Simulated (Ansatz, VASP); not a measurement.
Two plane-wave programs on Ge

```
CELL_PARAMETERS angstrom
4.00068 0.00000 0.00000
2.00034 3.46469 0.00000
2.00034 1.15490 3.26654
ATOMIC_POSITIONS crystal
Ge 0.00000 0.00000 0.00000
Ge 0.25000 0.25000 0.25000
```

Alike in both runs: task relaxation of cell and atoms; functional r2SCAN; dispersion D4; k mesh 6 × 6 × 6; no spin polarisation.

|  | VASP | Ansatz |
| --- | --- | --- |
| version | VASP 6.6.1 | Ansatz 0.2.0 |
| potentials or method | VASP PAW PBE potentials, release 64 (Ge_d) | plane waves, PAW |
| plane-wave cutoff (eV) | 550 | 500 |
| occupations | gaussian, width 0.01 eV | fixed |
| valence electrons in the cell | 28 | 28 |

|  | VASP | Ansatz | Ansatz less VASP |
| --- | --- | --- | --- |
| relaxed volume (Å³/atom) | 22.64 | 22.59 | -0.045 |
| relaxed cell length with the largest relative difference (Å) | 4.001 | 3.998 | -0.0027 |

VASP's potentials were made for PBE, not for r2SCAN.

Noted on VASP's run: the relaxation stopped at its first step, so nothing moved.
